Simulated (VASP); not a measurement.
# ReOs2 (P6/mmm) in VASP: further runs

Runs on ReOs2. Level: PBE. Tasks: single point, relaxation of cell and atoms.

Program: VASP 6.6.1. These are calculated values, not measurements. Logs are shortened: lines on timing, memory, paths and dates and some standing lists are left out, and cuts for length are marked.

## Step 1: The cell of the first run

It takes space group P6/mmm (No. 191, hexagonal). Conventional cell: a = 3.451 Å, b = 3.451 Å, c = 3.726 Å, α = 90.00°, β = 90.00°, γ = 120.00°. Re (site symmetry 6/mmm) has 12 Os at 2.73 Å and 6 Re at 3.45 Å within 3.6 Å. Within 2.6 Å of Os (site symmetry -6m2) lie 3 Os at 1.99 Å.

## Step 2: Single point, PBE

File INCAR:

```
SYSTEM = ReOs2
ALGO = Fast
EDIFF = 1E-7
ENCUT = 520
GGA = PE
ISIF = 2
ISMEAR = 0
LASPH = .TRUE.
LCHARG = .FALSE.
LREAL = .FALSE.
LWAVE = .FALSE.
NBANDS = 18
NELM = 60
PREC = Accurate
SIGMA = 0.1
```

File KPOINTS:

```
k-points
0
G
  6 6 6
  0 0 0
```

File POSCAR:

```
ReOs2
1.0
    3.4509109429      0.0000000000      0.0000000000
   -1.7254554715      2.9885765428      0.0000000000
    0.0000000000      0.0000000000      3.7260666328
Re Os
1 2
Direct
    0.0000000000      0.0000000000      0.0000000000
    0.3333333333      0.6666666667      0.5000000000
    0.6666666667      0.3333333333      0.5000000000
```

Potentials or basis: VASP PAW PBE potentials, release 64 (Re, Os).

On the command line:

```bash
$ cat potpaw_PBE.64/Re/POTCAR potpaw_PBE.64/Os/POTCAR > POTCAR
$ mpirun -np 1 vasp_std > vasp.out
```

OUTCAR:

```text
SYSTEM = ReOs2
   EDIFF = 1E-7
   ENCUT = 520
   GGA = PE
   ISIF = 2
   ISMEAR = 0
   LASPH = .TRUE.
   LREAL = .FALSE.
   NELM = 60
   PREC = Accurate

 ion  position               nearest neighbor table
   1  0.000  0.000  0.000-   2 2.73   3 2.73   2 2.73   3 2.73   3 2.73   3 2.73   2 2.73   2 2.73
                             3 2.73   3 2.73   2 2.73   2 2.73
   2  0.333  0.667  0.500-   3 1.99   3 1.99   3 1.99   1 2.73   1 2.73   1 2.73   1 2.73   1 2.73
                             1 2.73
   3  0.667  0.333  0.500-   2 1.99   2 1.99   2 1.99   1 2.73   1 2.73   1 2.73   1 2.73   1 2.73
                             1 2.73

  LATTYP: Found a hexagonal cell.
 ALAT       =     3.4509109429
 C/A-ratio  =     1.0797342193

  Lattice vectors:

 A1 = (   3.4509109429,   0.0000000000,   0.0000000000)
 A2 = (  -1.7254554715,   2.9885765428,   0.0000000000)
 A3 = (   0.0000000000,   0.0000000000,   3.7260666328)

Analysis of symmetry for initial positions (statically):
=====================================================================
 Subroutine PRICEL returns:
 Original cell was already a primitive cell.

 Routine SETGRP: Setting up the symmetry group for a
 hexagonal supercell.

 Subroutine GETGRP returns: Found 24 space group operations
 (whereof 24 operations were pure point group operations)
 out of a pool of 24 trial point group operations.

The static configuration has the point symmetry D_6h.

Analysis of symmetry for dynamics (positions and initial velocities):
=====================================================================
 Subroutine PRICEL returns:
 Original cell was already a primitive cell.

 Routine SETGRP: Setting up the symmetry group for a
 hexagonal supercell.

 Subroutine GETGRP returns: Found 24 space group operations
 (whereof 24 operations were pure point group operations)
 out of a pool of 24 trial point group operations.

The dynamic configuration has the point symmetry D_6h.

 Subroutine INISYM returns: Found 24 space group operations
 (whereof 24 operations are pure point group operations),
 and found     1 'primitive' translations

----------------------------------------------------------------------------------------

                                     Primitive cell

  volume of cell :      38.4281

  direct lattice vectors                    reciprocal lattice vectors
     3.450910943  0.000000000  0.000000000     0.289778559  0.167303729  0.000000000
    -1.725455471  2.988576543  0.000000000     0.000000000  0.334607458  0.000000000
     0.000000000  0.000000000  3.726066633     0.000000000  0.000000000  0.268379527

  length of vectors
     3.450910943  3.450910943  3.726066633     0.334607458  0.334607458  0.268379527

  position of ions in fractional coordinates (direct lattice)
     0.000000000  0.000000000  0.000000000
     0.333333333  0.666666667  0.500000000
     0.666666667  0.333333333  0.500000000

  ion indices of the primitive-cell ions
   primitive index   ion index
                 1           1
                 2           2
                 3           3

----------------------------------------------------------------------------------------

 KPOINTS: k-points

Automatic generation of k-mesh.
 Grid dimensions read from file:
 generate k-points for:    6    6    6

 Generating k-lattice:

  Cartesian coordinates                     Fractional coordinates (reciprocal lattice)
     0.048296426  0.027883955  0.000000000     0.166666667  0.000000000  0.000000000
     0.000000000  0.055767910  0.000000000     0.000000000  0.166666667  0.000000000
     0.000000000  0.000000000  0.044729921     0.000000000  0.000000000  0.166666667

  Length of vectors
     0.055767910  0.055767910  0.044729921

  Shift w.r.t. Gamma in fractional coordinates (k-lattice)
     0.000000000  0.000000000  0.000000000

 Subroutine IBZKPT returns following result:
 ===========================================

 Found     28 irreducible k-points:

 Following reciprocal coordinates:
            Coordinates               Weight
  0.000000  0.000000  0.000000      1.000000
  0.166667  0.000000  0.000000      6.000000
  0.333333  0.000000  0.000000      6.000000
  0.500000  0.000000  0.000000      3.000000
  0.166667  0.166667  0.000000      6.000000
  0.333333  0.166667  0.000000     12.000000
[... 16 lines left out ...]
  0.166667  0.000000  0.500000      6.000000
  0.333333  0.000000  0.500000      6.000000
 [... further k-points ...]
   k-points           NKPTS =     28   k-points in BZ     NKDIM =     28   number of bands    NBANDS=     18
   number of dos      NEDOS =    301   number of ions     NIONS =      3
   total plane-waves  NPLWV =  21952
   dimension x,y,z NGX =    28 NGY =   28 NGZ =   28
   dimension x,y,z NGXF=    56 NGYF=   56 NGZF=   56
   ions per type =               1   2
   NGX,Y,Z   is equivalent  to a cutoff of  13.49, 13.49, 12.49 a.u.
   NGXF,Y,Z  is equivalent  to a cutoff of  26.98, 26.98, 24.99 a.u.
 SYSTEM =  ReOs2
   PREC   = accura    normal or accurate (medium, high low for compatibility)
   ISTART =      0    job   : 0-new  1-cont  2-samecut
   ICHARG =      2    charge: 1-file 2-atom 10-const
   ISPIN  =      1    spin polarized calculation?
   LNONCOLLINEAR =      F non collinear calculations
   LSORBIT =      F    spin-orbit coupling
   LASPH  =      T    aspherical Exc in radial PAW
   ENCUT  =  520.0 eV  38.22 Ry    6.18 a.u.   6.42  6.42  6.93*2*pi/ulx,y,z
   NELM   =     60;   NELMIN=  2; NELMDL= -5     # of ELM steps
   EDIFF  = 0.1E-06   stopping-criterion for ELM
   LREAL  =      F    real-space projection
   EDIFFG = 0.1E-05   stopping-criterion for IOM
   NSW    =      0    number of steps for IOM
   IBRION =     -1    ionic relax: 0-MD 1-quasi-New 2-CG
   NFREE  =      0    steps in history (QN), initial steepest desc. (CG)
   ISIF   =      2    stress and relaxation
   ISYM   =      2    0-nonsym 1-usesym 2-fastsym
   POTIM  = 0.5000    time-step for ionic-motion
   TEBEG  =    0.0;   TEEND  =   0.0 temperature during run
   PSTRESS=    0.0 pullay stress
   NELECT =      23.0000    total number of electrons
   NUPDOWN=      -1.0000    fix difference up-down
   EMIN   =  10.00;   EMAX   =-10.00  energy-range for DOS
   EFERMI =   0.00;   METHOD = LEGACY
   ISMEAR =     0;   SIGMA  =   0.10  broadening in eV -4-tet -1-fermi 0-gaus
   EFERMI_NEDOS =   21; number of points for ismear=-14 and -15
   IALGO  =     68    algorithm
   IMIX   =      4    mixing-type and parameters
     AMIX     =   0.40;   BMIX     =  1.00
     AMIX_MAG =   1.60;   BMIX_MAG =  1.00
  volume/ion in A,a.u.               =      12.81        86.44
  Fermi-wavevector in a.u.,A,eV,Ry     =   1.379647  2.607154 25.897666  1.903425
  Thomas-Fermi vector in A             =   2.504597
   LORBIT       =      0    0 simple, 1 ext, 2 COOP (PROOUT), +10 PAW based schemes
   GGA     = PE    functional components
   LHFCALC =     F    Hartree Fock is set to
   AEXX    =    0.0000 exact exchange contribution
   IVDW    =     0    specifies the selected vdW correction
   LEPSILON=     F    determine dielectric tensor
   LRPA    =     F    only Hartree local field effects (RPA)
 non-spin polarized calculation
 RMM-DIIS sequential band-by-band and
 Gauss-broadening in eV      SIGMA  =   0.10
  energy-cutoff  :      520.00
  volume of cell :       38.43
 maximum number of plane-waves:      1050
 NGX is ok and might be reduce to    28
   NGX = 13   NGY = 13   NGZ = 13

 number of electron      23.0000000 magnetization

 Free energy of the ion-electron system (eV)
  ---------------------------------------------------
  ext. energy  EPLUGINS =         0.00000000
  ---------------------------------------------------
  free energy    TOTEN  =       -21.06129930 eV

  energy without entropy =      -21.04259323  energy(sigma->0) =      -21.05194627

 E-fermi :  11.1749     XC(G=0): -14.3012

 val. band max:       11.1679127879   @ k =   0.5000   0.0000   0.3333
 cond. band min:      11.1778460848   @ k =   0.3333   0.1667   0.1667
 fundamental gap:      0.0099332969
 Fermi energy:        11.1748692532

 k-point     1 :       0.0000    0.0000    0.0000
  band No.  band energies     occupation
      1      -0.6852      2.00000
      2       1.6091      2.00000
      3       4.3666      2.00000
      4       4.3666      2.00000
      5       6.1727      2.00000
      6       6.1727      2.00000
[... 10 lines left out ...]
     17      15.7432      0.00000
     18      23.4779      0.00000

 k-point     2 :       0.1667    0.0000    0.0000
  band No.  band energies     occupation
      1       0.1168      2.00000
      2       2.1746      2.00000
      3       3.5243      2.00000
      4       3.7345      2.00000
      5       3.9120      2.00000
      6       4.8125      2.00000
[... 10 lines left out ...]
     17      18.5938      0.00000
     18      22.3950      0.00000

 k-point     3 :       0.3333    0.0000    0.0000
  band No.  band energies     occupation
      1       0.9326      2.00000
      2       2.5029      2.00000
      3       2.5631      2.00000
      4       3.3834      2.00000
      5       3.7899      2.00000
      6       3.9279      2.00000
[... 10 lines left out ...]
     17      18.2856      0.00000
     18      18.7337      0.00000

 k-point     4 :       0.5000    0.0000    0.0000
  band No.  band energies     occupation
      1       0.1401      2.00000
      2       2.2129      2.00000
      3       2.8479      2.00000
      4       3.9911      2.00000
      5       4.5037      2.00000
      6       4.7045      2.00000
[... 10 lines left out ...]
     17      15.7305      0.00000
     18      17.3795      0.00000

 k-point     5 :       0.1667    0.1667    0.0000
  band No.  band energies     occupation
      1       0.9494      2.00000
      2       2.1351      2.00000
      3       2.9280      2.00000
      4       3.2579      2.00000
      5       3.6349      2.00000
      6       4.2299      2.00000
[... 10 lines left out ...]
     17      18.0239      0.00000
     18      20.8188      0.00000

 k-point     6 :       0.3333    0.1667    0.0000
  band No.  band energies     occupation
      1      -0.3123      2.00000
      2       2.4929      2.00000
      3       3.6672      2.00000
      4       3.9296      2.00000
      5       4.0884      2.00000
      6       5.0736      2.00000
[... 10 lines left out ...]
     17      15.0872      0.00000
     18      19.0556      0.00000

 k-point     7 :       0.3333    0.3333    0.0000
  band No.  band energies     occupation
      1      -0.9837      2.00000
      2       2.6457      2.00000
      3       4.5089      2.00000
      4       4.5089      2.00000
      5       4.7309      2.00000
      6       4.7309      2.00000
[... 10 lines left out ...]
     17      14.6852      0.00000
     18      19.9059      0.00000

 k-point     8 :       0.0000    0.0000    0.1667
  band No.  band energies     occupation
      1      -0.2626      2.00000
      2       1.9238      2.00000
      3       3.9097      2.00000
      4       3.9097      2.00000
      5       5.5148      2.00000
      6       5.5148      2.00000
[... 10 lines left out ...]
     17      15.1830      0.00000
     18      23.5476      0.00000
[... 229 lines left out ...]
     17      15.3322      0.00000
     18      19.6227      0.00000

 k-point    20 :       0.3333    0.1667    0.3333
  band No.  band energies     occupation
      1       0.1510      2.00000
      2       1.8877      2.00000
      3       3.5910      2.00000
      4       4.2064      2.00000
      5       4.5838      2.00000
      6       5.6326      2.00000
[... 10 lines left out ...]
     17      17.3653      0.00000
     18      17.6914      0.00000

 k-point    21 :       0.3333    0.3333    0.3333
  band No.  band energies     occupation
      1      -0.4916      2.00000
      2       1.6076      2.00000
      3       5.0004      2.00000
      4       5.0004      2.00000
      5       5.3385      2.00000
      6       5.3385      2.00000
[... 10 lines left out ...]
     17      16.7764      0.00000
     18      17.8260      0.00000

 k-point    22 :       0.0000    0.0000    0.5000
  band No.  band energies     occupation
      1       1.2786      2.00000
      2       2.9921      2.00000
      3       2.9921      2.00000
      4       4.0437      2.00000
      5       4.6951      2.00000
      6       4.6951      2.00000
[... 10 lines left out ...]
     17      12.9382      0.00000
     18      20.3393      0.00000

 k-point    23 :       0.1667    0.0000    0.5000
  band No.  band energies     occupation
      1       1.8043      2.00000
      2       3.0000      2.00000
      3       3.0611      2.00000
      4       3.5995      2.00000
      5       4.0342      2.00000
      6       4.4375      2.00000
[... 10 lines left out ...]
     17      13.3862      0.00000
     18      21.2233      0.00000

 k-point    24 :       0.3333    0.0000    0.5000
  band No.  band energies     occupation
      1       1.4946      2.00000
      2       2.6722      2.00000
      3       2.9748      2.00000
      4       2.9908      2.00000
      5       3.6853      2.00000
      6       5.9134      2.00000
[... 10 lines left out ...]
     17      14.5051      0.00000
     18      18.8496      0.00000

 [... further k-points ...]

------------------------ aborting loop because EDIFF is reached ----------------------------------------

  FORCE on cell =-STRESS in cart. coord.  units (eV):
  Direction    XX          YY          ZZ          XY          YZ          ZX
  --------------------------------------------------------------------------------------
  -------------------------------------------------------------------------------------
  Total       66.8205712     66.8205712     11.8636441     -0.0000000     -0.0000000      0.0000000
  in kB     2785.9416356   2785.9416357    494.6294156     -0.0000000     -0.0000000      0.0000000
  external PRESSURE =    2022.1708956 kB  Pullay stress =       0.0000000 kB

 VOLUME and BASIS-vectors are now :
 -----------------------------------------------------------------------------
  energy-cutoff  :      520.00
  volume of cell :       38.43
      direct lattice vectors                 reciprocal lattice vectors
     3.450910943  0.000000000  0.000000000     0.289778559  0.167303729  0.000000000
    -1.725455471  2.988576543  0.000000000     0.000000000  0.334607458  0.000000000
     0.000000000  0.000000000  3.726066633     0.000000000  0.000000000  0.268379527

 POSITION                                       TOTAL-FORCE (eV/Angst)
 -----------------------------------------------------------------------------------
      0.00000      0.00000      0.00000         0.000000      0.000000     -0.000000
     -0.00000      1.99238      1.86303         0.000000      0.000000      0.000000
      1.72546      0.99619      1.86303        -0.000000      0.000000     -0.000000
 -----------------------------------------------------------------------------------
    total drift:                               -0.000000      0.000000     -0.000000

  FREE ENERGIE OF THE ION-ELECTRON SYSTEM (eV)
  ---------------------------------------------------
  free  energy   TOTEN  =       -21.0612993013 eV

  energy  without entropy=      -21.0425932320  energy(sigma->0) =      -21.05194627
```

It took 22 s on 1 thread of Intel Xeon Platinum 8559C (Emerald Rapids), shared host; peak memory 0.16 GiB.

What came out:

* Free energy: -21.0613 eV
* Pressure: 202.2 GPa

Caveat: spin-orbit coupling is left out, which moves the levels of the heavy elements.

[end of part 1 of 2]
